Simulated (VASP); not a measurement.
# MgO (P6_3/mmc) in VASP: further runs

Runs on MgO. Level: PBEsol. Tasks: single point.

All numbers are computed with VASP 6.6.1; they aren't measurements. Logs are shortened: lines on timing, memory, paths and dates and some standing lists are left out, and cuts for length are marked.

## (1) The cell of the first run

The structure is hexagonal, space group P6_3/mmc (No. 194). The conventional cell has a = 3.518 Å, b = 3.518 Å, c = 3.974 Å, α = 90.00°, β = 90.00°, γ = 120.00°. Mg (site symmetry -6m2) has 5 O at 1.99 to 2.03 Å within 2.6 Å. O (site symmetry -6m2) has 5 Mg at 1.99 to 2.03 Å within 2.6 Å.

## (2) Single point, PBEsol (volume 10.648 Å^3 an atom, c/a of the conventional cell 1.1296)

File INCAR:

```
ALGO     = Normal         # electronic algorithm
EDIFF    = 1E-6           # SCF threshold, eV
ENCUT    = 520            # plane-wave cutoff, eV
GGA      = PS             # functional
ISIF     = 2              # what is computed and relaxed
ISMEAR   = 0              # smearing method
LASPH    = True           # aspherical terms in the spheres
LCHARG   = True           # write CHGCAR
LELF     = True           # ELF
LREAL    = False          # projectors in reciprocal space
LVHAR    = True         
LWAVE    = False          # write WAVECAR
NBANDS   = 16             # bands
NELM     = 60             # most SCF steps
PREC     = Accurate       # precision mode
SIGMA    = 0.05           # smearing width, eV
```

File KPOINTS:

```
k-points
0
Gamma
  9 9 6
```

File POSCAR:

```
MgO
1.0
    3.5179600730      0.0000000000      0.0000000000
   -1.7589800365      3.0466427927      0.0000000000
    0.0000000000      0.0000000000      3.9738876984
Mg O
2 2
Direct
    0.6666666667      0.3333333333      0.7500000000
    0.3333333333      0.6666666667      0.2500000000
    0.6666666667      0.3333333333      0.2500000000
    0.3333333333      0.6666666667      0.7500000000
```

Potentials or basis: VASP PAW PBE potentials, release 64 (Mg, O).

Started as:

```sh
$ cat potpaw_PBE.64/Mg/POTCAR potpaw_PBE.64/O/POTCAR > POTCAR
$ mpirun -np 1 vasp_std > vasp.out
```

OUTCAR:

```text
EDIFF = 1E-6
   ENCUT = 520
   GGA = PS
   ISIF = 2
   ISMEAR = 0
   LASPH = True
   LREAL = False
   NELM = 60
   PREC = Accurate

 ion  position               nearest neighbor table
   1  0.667  0.333  0.750-   3 1.99   3 1.99   4 2.03   4 2.03   4 2.03   2 2.84   2 2.84   2 2.84
                             2 2.84   2 2.84   2 2.84
   2  0.333  0.667  0.250-   4 1.99   4 1.99   3 2.03   3 2.03   3 2.03   1 2.84   1 2.84   1 2.84
                             1 2.84   1 2.84   1 2.84
   3  0.667  0.333  0.250-   1 1.99   1 1.99   2 2.03   2 2.03   2 2.03
   4  0.333  0.667  0.750-   2 1.99   2 1.99   1 2.03   1 2.03   1 2.03

  LATTYP: Found a hexagonal cell.
 ALAT       =     3.5179600730
 C/A-ratio  =     1.1296000000

  Lattice vectors:

 A1 = (   3.5179600730,   0.0000000000,   0.0000000000)
 A2 = (  -1.7589800365,   3.0466427927,   0.0000000000)
 A3 = (   0.0000000000,   0.0000000000,   3.9738876984)

Analysis of symmetry for initial positions (statically):
=====================================================================
 Subroutine PRICEL returns:
 Original cell was already a primitive cell.

 Routine SETGRP: Setting up the symmetry group for a
 hexagonal supercell.

 Subroutine GETGRP returns: Found 24 space group operations
 (whereof 12 operations were pure point group operations)
 out of a pool of 24 trial point group operations.

The static configuration has the point symmetry D_3d.
 The point group associated with its full space group is D_6h.

Analysis of symmetry for dynamics (positions and initial velocities):
=====================================================================
 Subroutine PRICEL returns:
 Original cell was already a primitive cell.

 Routine SETGRP: Setting up the symmetry group for a
 hexagonal supercell.

 Subroutine GETGRP returns: Found 24 space group operations
 (whereof 12 operations were pure point group operations)
 out of a pool of 24 trial point group operations.

The dynamic configuration has the point symmetry D_3d.
 The point group associated with its full space group is D_6h.

 Subroutine INISYM returns: Found 24 space group operations
 (whereof 12 operations are pure point group operations),
 and found     1 'primitive' translations

[... 90 lines left out ...]
   ISTART =      0    job   : 0-new  1-cont  2-samecut
   ICHARG =      2    charge: 1-file 2-atom 10-const
   ISPIN  =      1    spin polarized calculation?
   LNONCOLLINEAR =      F non collinear calculations
   LSORBIT =      F    spin-orbit coupling
   LASPH  =      T    aspherical Exc in radial PAW
   ENCUT  =  520.0 eV  38.22 Ry    6.18 a.u.   6.54  6.54  7.39*2*pi/ulx,y,z
   NELM   =     60;   NELMIN=  2; NELMDL= -5     # of ELM steps
   EDIFF  = 0.1E-05   stopping-criterion for ELM
   LREAL  =      F    real-space projection
   EDIFFG = 0.1E-04   stopping-criterion for IOM
   NSW    =      0    number of steps for IOM
   IBRION =     -1    ionic relax: 0-MD 1-quasi-New 2-CG
   NFREE  =      0    steps in history (QN), initial steepest desc. (CG)
   ISIF   =      2    stress and relaxation
   ISYM   =      2    0-nonsym 1-usesym 2-fastsym
   POTIM  = 0.5000    time-step for ionic-motion
   TEBEG  =    0.0;   TEEND  =   0.0 temperature during run
   PSTRESS=    0.0 pullay stress
   NELECT =      16.0000    total number of electrons
   NUPDOWN=      -1.0000    fix difference up-down
   EMIN   =  10.00;   EMAX   =-10.00  energy-range for DOS
   EFERMI =   0.00;   METHOD = LEGACY
   ISMEAR =     0;   SIGMA  =   0.05  broadening in eV -4-tet -1-fermi 0-gaus
   EFERMI_NEDOS =   21; number of points for ismear=-14 and -15
   IALGO  =     38    algorithm
   IMIX   =      4    mixing-type and parameters
     AMIX     =   0.40;   BMIX     =  1.00
     AMIX_MAG =   1.60;   BMIX_MAG =  1.00
  volume/ion in A,a.u.               =      10.65        71.86
  Fermi-wavevector in a.u.,A,eV,Ry     =   1.181242  2.232223 18.984648  1.395332
  Thomas-Fermi vector in A             =   2.317519
   LORBIT       =      0    0 simple, 1 ext, 2 COOP (PROOUT), +10 PAW based schemes
   GGA     = PS    functional components
   LHFCALC =     F    Hartree Fock is set to
   AEXX    =    0.0000 exact exchange contribution
   IVDW    =     0    specifies the selected vdW correction
   LEPSILON=     F    determine dielectric tensor
   LRPA    =     F    only Hartree local field effects (RPA)
 non-spin polarized calculation
 Gauss-broadening in eV      SIGMA  =   0.05
  energy-cutoff  :      520.00
  volume of cell :       42.59
 maximum number of plane-waves:      1173
 NGX is ok and might be reduce to    28
   NGX = 13   NGY = 13   NGZ = 15

 number of electron      15.9999990 magnetization

 Free energy of the ion-electron system (eV)
  ---------------------------------------------------
  ext. energy  EPLUGINS =         0.00000000
  ---------------------------------------------------
  free energy    TOTEN  =       -24.64962848 eV

  energy without entropy =      -24.64962848  energy(sigma->0) =      -24.64962848

 E-fermi :   2.2344     XC(G=0): -10.4370

 val. band max:        1.9881661619   @ k =   0.0000   0.0000   0.0000
 cond. band min:       5.5175248614   @ k =   0.0000   0.0000   0.0000
 fundamental gap:      3.5293586995
 Fermi energy:         2.2344463065

 k-point     1 :       0.0000    0.0000    0.0000
  band No.  band energies     occupation
      1     -14.9653      2.00000
      2     -13.3551      2.00000
      3      -1.5889      2.00000
      4       0.1489      2.00000
      5       0.1489      2.00000
      6       1.2817      2.00000
[... 433 lines left out ...]
      3      -1.6468      2.00000
      4      -0.8570      2.00000
      5      -0.8570      2.00000
      6       0.8865      2.00000
[... 8 lines left out ...]
     15      16.6681      0.00000
     16      18.8178      0.00000

 [... further k-points ...]
[... 5 lines left out ...]
  --------------------------------------------------------------------------------------
  -------------------------------------------------------------------------------------
  Total        0.5110402      0.5110402      4.5912849      0.0000000      0.0000000      0.0000000
  in kB       19.2237272     19.2237272    172.7097245      0.0000000      0.0000000      0.0000000
  external PRESSURE =      70.3857263 kB  Pullay stress =       0.0000000 kB

 VOLUME and BASIS-vectors are now :
 -----------------------------------------------------------------------------
  energy-cutoff  :      520.00
  volume of cell :       42.59
      direct lattice vectors                 reciprocal lattice vectors
     3.517960073  0.000000000  0.000000000     0.284255642  0.164115072  0.000000000
    -1.758980036  3.046642793  0.000000000     0.000000000  0.328230143  0.000000000
     0.000000000  0.000000000  3.973887698     0.000000000  0.000000000  0.251642743

 POSITION                                       TOTAL-FORCE (eV/Angst)
 -----------------------------------------------------------------------------------
      1.75898      1.01555      2.98042         0.000000     -0.000000      0.000000
     -0.00000      2.03110      0.99347        -0.000000      0.000000      0.000000
      1.75898      1.01555      0.99347        -0.000000     -0.000000      0.000000
     -0.00000      2.03110      2.98042        -0.000000      0.000000      0.000000
 -----------------------------------------------------------------------------------
    total drift:                               -0.000000      0.000000     -0.000000

  FREE ENERGIE OF THE ION-ELECTRON SYSTEM (eV)
  ---------------------------------------------------
  free  energy   TOTEN  =       -24.6496284849 eV

  energy  without entropy=      -24.6496284849  energy(sigma->0) =      -24.64962848
```

OSZICAR:

```text
N       E                     dE             d eps       ncg     rms          rms(c)
DAV:   1     0.582080940060E+02    0.58208E+02   -0.76551E+03  1544   0.897E+02
DAV:   2    -0.248170584888E+02   -0.83025E+02   -0.76862E+02  2096   0.197E+02
DAV:   3    -0.284001669445E+02   -0.35831E+01   -0.35750E+01  1840   0.419E+01
DAV:   4    -0.284151461168E+02   -0.14979E-01   -0.14979E-01  1832   0.311E+00
DAV:   5    -0.284152205819E+02   -0.74465E-04   -0.74465E-04  1784   0.211E-01    0.106E+01
DAV:   6    -0.247705859952E+02    0.36446E+01   -0.89698E+00  1656   0.234E+01    0.341E+00
DAV:   7    -0.246932336017E+02    0.77352E-01   -0.13884E-01  1592   0.299E+00    0.208E+00
DAV:   8    -0.246518590382E+02    0.41375E-01   -0.92394E-02  1712   0.314E+00    0.506E-01
DAV:   9    -0.246491680140E+02    0.26910E-02   -0.79351E-03  1832   0.776E-01    0.106E-01
DAV:  10    -0.246496238987E+02   -0.45588E-03   -0.38707E-04  1552   0.161E-01    0.247E-02
DAV:  11    -0.246496302048E+02   -0.63060E-05   -0.12620E-05  1840   0.285E-02    0.164E-02
DAV:  12    -0.246496291139E+02    0.10909E-05   -0.27970E-06  1552   0.137E-02    0.652E-03
DAV:  13    -0.246496284849E+02    0.62902E-06   -0.17732E-06  1232   0.107E-02
   1 F= -.24649628E+02 E0= -.24649628E+02  d E =-.168692E-14
```

Run time: 18 s. Hardware: 1 thread of Intel Xeon 6975P-C (Granite Rapids), shared host; peak memory 0.17 GiB.

Results:

* Free energy: -24.6496 eV
* Pressure: 7.0 GPa
* Band gap on the k mesh: 3.53 eV, direct

Stress tensor (GPa, compression positive):
```
 1.92  0.00  0.00
 0.00  1.92  0.00
 0.00  0.00 17.27
```

Caveat: the PAW data sets were made with another functional, which shifts forces and pressure a little.

## (3) Single point, PBEsol (volume 10.648 Å^3 an atom, c/a of the conventional cell 1.0006)

File INCAR:

```
ALGO = Normal ; EDIFF = 1E-6
ENCUT = 520 ; GGA = PS
ISIF = 2 ; ISMEAR = 0
LASPH = T ; LCHARG = F
LREAL = F ; LWAVE = F
NBANDS = 16 ; NELM = 100
PREC = Accurate ; SIGMA = 0.05
```

KPOINTS is that of step 2.

File POSCAR:

```
MgO
1.0
    3.6630735135      0.0000000000      0.0000000000
   -1.8315367568      3.1723147186      0.0000000000
    0.0000000000      0.0000000000      3.6652713576
Mg O
2 2
Direct
    0.6666666667      0.3333333333      0.7500000000
    0.3333333333      0.6666666667      0.2500000000
    0.6666666667      0.3333333333      0.2500000000
    0.3333333333      0.6666666667      0.7500000000
```

Potentials or basis: VASP PAW PBE potentials, release 64 (Mg, O).

Started as:

```sh
$ cat potpaw_PBE.64/Mg/POTCAR potpaw_PBE.64/O/POTCAR > POTCAR
$ mpirun -np 1 vasp_std > vasp.out
```

Run time: 13 s. Hardware: 1 thread of Intel Xeon 6975P-C (Granite Rapids), shared host; peak memory 0.17 GiB.

Results (log left out):

| Property | Result |
| --- | --- |
| Free energy | -23.8756 eV |
| Pressure | 18.6 GPa |
| Band gap on the k mesh | 3.48 eV, indirect (least direct gap 3.57 eV) |

Stress tensor (GPa, compression positive):
```
-1.75  0.00  0.00
 0.00 -1.75  0.00
 0.00  0.00 59.33
```

Levels at points of the mesh, in eV from the valence-band top:
```tsv
k point	band 6	band 7	band 8	band 9	band 10	band 11
(0.00, 0.00, 0.00)	-0.52	-0.52	-0.08	3.48	10.91	11.80
(0.00, 0.00, 0.50)	-1.29	-1.29	-1.29	6.77	6.77	12.16
```

Caveat: the PAW data sets were made with another functional, which shifts forces and pressure a little. A k mesh can miss the band edges.

## (4) Single point, PBEsol (volume 10.648 Å^3 an atom, c/a of the conventional cell 1.4399)

File INCAR:

```
PREC     = Accurate       # precision mode
ENCUT    = 520            # plane-wave cutoff, eV
EDIFF    = 1E-6           # SCF threshold, eV
ISMEAR   = 0              # smearing method
SIGMA    = 0.05           # smearing width, eV
LREAL    = F              # projectors in reciprocal space
LASPH    = T              # aspherical terms in the spheres
NELM     = 100            # most SCF steps
ALGO     = Normal         # electronic algorithm
ISIF     = 2              # what is computed and relaxed
LWAVE    = F              # write WAVECAR
LCHARG   = F              # write CHGCAR
GGA      = PS             # functional
NBANDS   = 16             # bands
```

File KPOINTS:

```
regular mesh
0
Gamma
  9 9 6
```

File POSCAR:

```
MgO
1.0
    3.2445541257      0.0000000000      0.0000000000
   -1.6222770629      2.8098662968      0.0000000000
    0.0000000000      0.0000000000      4.6718334856
Mg O
2 2
Direct
    0.6666666667      0.3333333333      0.7500000000
    0.3333333333      0.6666666667      0.2500000000
    0.6666666667      0.3333333333      0.2500000000
    0.3333333333      0.6666666667      0.7500000000
```

Started as:

```sh
$ cat potpaw_PBE.64/Mg/POTCAR potpaw_PBE.64/O/POTCAR > POTCAR
$ mpirun -np 1 vasp_std > vasp.out
```

Wall time 11 s (1 thread of Intel Xeon 6975P-C (Granite Rapids), shared host); peak memory 0.17 GiB.

The run converged. Its results:

```yaml
Free_energy: -24.1877 eV
Pressure: 13.5 GPa
Band_gap_on_the_k_mesh: 3.35 eV, direct
```

Stress tensor (GPa, compression positive):
```
24.38  0.00  0.00
 0.00 24.38  0.00
 0.00  0.00 -8.15
```

Levels at points of the mesh, in eV from the valence-band top:
```
           k point  band 5  band 6  band 7  band 8  band 9  band 10  band 11  band 12
(0.00, 0.00, 0.00)   -1.63   -1.13   -1.13    0.00    3.35     9.31    10.77    14.07
(0.00, 0.00, 0.50)   -1.39   -1.39   -1.39   -1.39    6.32     6.32    13.69    13.69
```

Caveat: the PAW data sets were made with another functional, which shifts forces and pressure a little.

## (5) The runs side by side

```csv
cell,gap on the mesh (eV),pressure (GPa)
"a = 3.518, b = 3.518, c = 3.974 Å, angles 90.0, 90.0, 120.0°, 4 atoms",3.53,7.0
"a = 3.663, b = 3.663, c = 3.665 Å, angles 90.0, 90.0, 120.0°, 4 atoms",3.48,18.6
"a = 3.245, b = 3.245, c = 4.672 Å, angles 90.0, 90.0, 120.0°, 4 atoms",3.35,13.5
```

Alike in all rows: task single point; level PBEsol; potentials or basis VASP PAW PBE potentials, release 64 (Mg, O); no spin polarisation; k mesh 9 × 9 × 6; cutoff (eV) 520; smearing gaussian 0.05 eV.

Caveats: the PAW data sets were made with another functional, which shifts forces and pressure a little.

Total energies depend on the potentials used, so only differences within one code and one set of settings carry meaning.
